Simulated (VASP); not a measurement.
# Sr (P6_3/mmc) in VASP: notebook

Sr is run at these levels: PBE; tasks: single point.

All numbers are computed with VASP 6.6.1; they aren't measurements. Logs are shortened: lines on timing, memory, paths and dates and some standing lists are left out, and cuts for length are marked.

## Step 1: The cell of the first run

Symmetry: P6_3/mmc, No. 194, hexagonal system. Conventional cell: a = 3.723 Å, b = 3.723 Å, c = 6.187 Å, α = 90.00°, β = 90.00°, γ = 120.00°. Within 4.9 Å of Sr (site symmetry -6m2) lie 12 Sr at 3.72 to 3.77 Å.

This isn't the form of Sr at room conditions, which is fcc.

## Step 2: Single point, PBE

Input file INCAR:

```
SYSTEM = Sr
  ALGO = Normal
  EDIFF = 1E-6
  ENCUT = 520
  GGA = PE
  ISIF = 2
  ISMEAR = -1
  LASPH = .True.
  LCHARG = .False.
  LREAL = .False.
  LWAVE = .False.
  NBANDS = 17
  NELM = 80
  PREC = Accurate
  SIGMA = 0.05
```

Input file KPOINTS:

```
k-points
0
Gamma
  12 12 7
  0 0 0
```

Input file POSCAR:

```
Sr
1.0
    3.7230398395      0.0000000000      0.0000000000
   -1.8615199198      3.2242470803      0.0000000000
    0.0000000000      0.0000000000      6.1870475603
Sr
2
Direct
    0.3333333333      0.6666666667      0.2500000000
    0.6666666667      0.3333333333      0.7500000000
```

Potentials or basis: VASP PAW PBE potentials, release 64 (Sr_sv).

On the command line:

```bash
$ cat potpaw_PBE.64/Sr_sv/POTCAR > POTCAR
$ mpirun -np 1 vasp_std > vasp.out
```

OUTCAR:

```text
SYSTEM = Sr
   EDIFF = 1E-6
   ENCUT = 520
   GGA = PE
   ISIF = 2
   ISMEAR = -1
   LASPH = .True.
   LREAL = .False.
   NELM = 80
   PREC = Accurate

 ion  position               nearest neighbor table
   1  0.333  0.667  0.250-   2 3.77   2 3.77   2 3.77   2 3.77   2 3.77   2 3.77
   2  0.667  0.333  0.750-   1 3.77   1 3.77   1 3.77   1 3.77   1 3.77   1 3.77

  LATTYP: Found a hexagonal cell.
 ALAT       =     3.7230398395
 C/A-ratio  =     1.6618268477

  Lattice vectors:

 A1 = (   3.7230398395,   0.0000000000,   0.0000000000)
 A2 = (  -1.8615199198,   3.2242470803,   0.0000000000)
 A3 = (   0.0000000000,   0.0000000000,   6.1870475603)

Analysis of symmetry for initial positions (statically):
=====================================================================
 Subroutine PRICEL returns:
 Original cell was already a primitive cell.

 Routine SETGRP: Setting up the symmetry group for a
 hexagonal supercell.

 Subroutine GETGRP returns: Found 24 space group operations
 (whereof 12 operations were pure point group operations)
 out of a pool of 24 trial point group operations.

The static configuration has the point symmetry D_3d.
 The point group associated with its full space group is D_6h.

Analysis of symmetry for dynamics (positions and initial velocities):
=====================================================================
 Subroutine PRICEL returns:
 Original cell was already a primitive cell.

 Routine SETGRP: Setting up the symmetry group for a
 hexagonal supercell.

 Subroutine GETGRP returns: Found 24 space group operations
 (whereof 12 operations were pure point group operations)
 out of a pool of 24 trial point group operations.

The dynamic configuration has the point symmetry D_3d.
 The point group associated with its full space group is D_6h.

 Subroutine INISYM returns: Found 24 space group operations
 (whereof 12 operations are pure point group operations),
 and found     1 'primitive' translations

----------------------------------------------------------------------------------------

                                     Primitive cell

  volume of cell :      74.2693

  direct lattice vectors                    reciprocal lattice vectors
     3.723039840  0.000000000  0.000000000     0.268597717  0.155074964  0.000000000
    -1.861519920  3.224247080  0.000000000     0.000000000  0.310149928  0.000000000
     0.000000000  0.000000000  6.187047560     0.000000000  0.000000000  0.161627980

[... 75 lines left out ...]
   ISTART =      0    job   : 0-new  1-cont  2-samecut
   ICHARG =      2    charge: 1-file 2-atom 10-const
   ISPIN  =      1    spin polarized calculation?
   LNONCOLLINEAR =      F non collinear calculations
   LSORBIT =      F    spin-orbit coupling
   LASPH  =      T    aspherical Exc in radial PAW
   ENCUT  =  520.0 eV  38.22 Ry    6.18 a.u.   6.92  6.92 11.50*2*pi/ulx,y,z
   NELM   =     80;   NELMIN=  2; NELMDL= -5     # of ELM steps
   EDIFF  = 0.1E-05   stopping-criterion for ELM
   LREAL  =      F    real-space projection
[... 7 lines left out ...]
   TEBEG  =    0.0;   TEEND  =   0.0 temperature during run
   PSTRESS=    0.0 pullay stress
   NELECT =      20.0000    total number of electrons
   NUPDOWN=      -1.0000    fix difference up-down
   EMIN   =  10.00;   EMAX   =-10.00  energy-range for DOS
   EFERMI =   0.00;   METHOD = LEGACY
   ISMEAR =    -1;   SIGMA  =   0.05  broadening in eV -4-tet -1-fermi 0-gaus
   EFERMI_NEDOS =   21; number of points for ismear=-14 and -15
   IALGO  =     38    algorithm
   IMIX   =      4    mixing-type and parameters
     AMIX     =   0.40;   BMIX     =  1.00
     AMIX_MAG =   1.60;   BMIX_MAG =  1.00
  volume/ion in A,a.u.               =      37.13       250.60
  Fermi-wavevector in a.u.,A,eV,Ry     =   1.057179  1.997778 15.206232  1.117626
  Thomas-Fermi vector in A             =   2.192442
   LORBIT       =      0    0 simple, 1 ext, 2 COOP (PROOUT), +10 PAW based schemes
   GGA     = PE    functional components
   LHFCALC =     F    Hartree Fock is set to
   AEXX    =    0.0000 exact exchange contribution
   IVDW    =     0    specifies the selected vdW correction
   LEPSILON=     F    determine dielectric tensor
   LRPA    =     F    only Hartree local field effects (RPA)
 non-spin polarized calculation
  energy-cutoff  :      520.00
  volume of cell :       74.27
 maximum number of plane-waves:      2017
 NGX is ok and might be reduce to    28

 number of electron      20.0000000 magnetization

 Free energy of the ion-electron system (eV)
  ---------------------------------------------------
  ext. energy  EPLUGINS =         0.00000000
  ---------------------------------------------------
  free energy    TOTEN  =        -2.56024608 eV

  energy without entropy =       -2.54269822  energy(sigma->0) =       -2.55147215

 E-fermi :   3.0477     XC(G=0):  -8.6517

 val. band max:        3.0221051888   @ k =   0.3333   0.2500   0.1429
 cond. band min:       3.0525378432   @ k =   0.4167   0.0000   0.1429
 fundamental gap:      0.0304326544
 Fermi energy:         3.0477290594

 k-point     1 :       0.0000    0.0000    0.0000
  band No.  band energies     occupation
      1     -32.8114      2.00000
      2     -32.7356      2.00000
      3     -15.2121      2.00000
      4     -14.5987      2.00000
      5     -14.5987      2.00000
      6     -14.5160      2.00000
[... 457 lines left out ...]
      4     -14.9830      2.00000
      5     -14.9221      2.00000
      6     -14.7179      2.00000
[... 9 lines left out ...]
     16       7.7147      0.00000
     17       8.0029      0.00000

 [... further k-points ...]

------------------------ aborting loop because EDIFF is reached ----------------------------------------

  FORCE on cell =-STRESS in cart. coord.  units (eV):
  Direction    XX          YY          ZZ          XY          YZ          ZX
  --------------------------------------------------------------------------------------
  -------------------------------------------------------------------------------------
  Total        3.8250535      3.8250535      3.8235603     -0.0000000      0.0000000      0.0000000
  in kB       82.5160896     82.5160896     82.4838775     -0.0000000      0.0000000      0.0000000
  external PRESSURE =      82.5053523 kB  Pullay stress =       0.0000000 kB

 VOLUME and BASIS-vectors are now :
 -----------------------------------------------------------------------------
  energy-cutoff  :      520.00
  volume of cell :       74.27
      direct lattice vectors                 reciprocal lattice vectors
     3.723039840  0.000000000  0.000000000     0.268597717  0.155074964  0.000000000
    -1.861519920  3.224247080  0.000000000     0.000000000  0.310149928  0.000000000
     0.000000000  0.000000000  6.187047560     0.000000000  0.000000000  0.161627980

 POSITION                                       TOTAL-FORCE (eV/Angst)
 -----------------------------------------------------------------------------------
     -0.00000      2.14950      1.54676        -0.000000     -0.000000      0.000000
      1.86152      1.07475      4.64029         0.000000      0.000000      0.000000
 -----------------------------------------------------------------------------------
    total drift:                               -0.000000      0.000000     -0.000000

  FREE ENERGIE OF THE ION-ELECTRON SYSTEM (eV)
  ---------------------------------------------------
  free  energy   TOTEN  =        -2.5602460788 eV

  energy  without entropy=       -2.5426982209  energy(sigma->0) =       -2.55147215
```

Run time: 36 s. Hardware: 1 thread of Intel Xeon 6975P-C (Granite Rapids), shared host; peak memory 0.23 GiB.

What came out:

| Quantity | Value |
| --- | --- |
| Free energy | -2.5602 eV |
| Pressure | 8.3 GPa |
| Band gap on the k mesh | zero (bands 10 and 11 overlap by 0.52 eV) |

Caveat: the cell stands under pressure.

## Step 3: Single point, PBE

This run uses another cell than the first one: it holds 4 atoms, not 2.

Input file INCAR:

```
  PREC = Accurate
  ENCUT = 520
  EDIFF = 1E-6
  ISMEAR = -1
  SIGMA = 0.05
  LREAL = F
  LASPH = T
  NELM = 80
  ALGO = Normal
  ISIF = 2
  LWAVE = F
  LCHARG = F
  GGA = PE
  NBANDS = 28
```

Input file KPOINTS:

```
regular mesh
0
Gamma
  10 10 3
```

Input file POSCAR:

```
Sr
1.0
    3.7511862058      0.0000000000      0.0000000000
   -1.8755931029      3.2486225485      0.0000000000
    0.0000000000      0.0000000000     12.2888042115
Sr
4
Direct
    0.0000000000      0.0000000000      0.0000000000
    0.0000000000      0.0000000000      0.5000000000
    0.3333333333      0.6666666667      0.2500000000
    0.6666666667      0.3333333333      0.7500000000
```

Potentials or basis: VASP PAW PBE potentials, release 64 (Sr_sv).

On the command line:

```bash
$ cat potpaw_PBE.64/Sr_sv/POTCAR > POTCAR
$ mpirun -np 1 vasp_std > vasp.out
```

Run time: 46 s. Hardware: 1 thread of Intel Xeon 6975P-C (Granite Rapids), shared host; peak memory 0.29 GiB.

It converged, with:

| Item | Value |
| --- | --- |
| Free energy | -5.1758 eV |
| Pressure | 8.2 GPa |

Levels at points of the mesh, in eV from the Fermi level:
```
           k point  band 16  band 17  band 18  band 19  band 20  band 21  band 22  band 23  band 24  band 25
(0.00, 0.00, 0.00)   -17.65    -4.10    -2.79    -2.78    -1.34     0.92     1.44     1.48     2.56     2.56
(0.50, 0.00, 0.00)   -17.75    -1.29    -1.20    -0.74    -0.64     0.15     0.22     0.23     0.95     1.44
```

Caveat: the cell stands under pressure.

## Step 4: Single point, PBE

This run uses another cell than the first one: it holds 4 atoms, not 2.

Input file INCAR:

```
SYSTEM = Sr
ALGO = Normal ; EDIFF = 1E-6
ENCUT = 520 ; GGA = PE
ISIF = 2 ; ISMEAR = -1
LASPH = .TRUE. ; LCHARG = .TRUE.
LELF = .TRUE. ; LREAL = .FALSE.
LVHAR = .TRUE. ; LWAVE = .FALSE.
NBANDS = 28 ; NELM = 100
PREC = Accurate ; SIGMA = 0.05
```

Input file KPOINTS:

```
k-points
0
G
  10 10 3
  0 0 0
```

POSCAR is that of step 3.

On the command line:

```bash
$ cat potpaw_PBE.64/Sr_sv/POTCAR > POTCAR
$ mpirun -np 1 vasp_std > vasp.out
```

Run time: 42 s. Hardware: 1 thread of Intel Xeon 6975P-C (Granite Rapids), shared host; peak memory 0.29 GiB.

Results (log left out):

```yaml
Free_energy: -5.1758 eV
Pressure: 8.2 GPa
```

Levels at points of the mesh, in eV from the Fermi level:
```tsv
k point	band 17	band 18	band 19	band 20	band 21	band 22	band 23	band 24
(0.00, 0.00, 0.00)	-4.10	-2.79	-2.78	-1.34	0.92	1.44	1.48	2.56
(0.50, 0.00, 0.00)	-1.29	-1.20	-0.74	-0.64	0.15	0.22	0.23	0.95
```

Caveat: the cell stands under pressure.
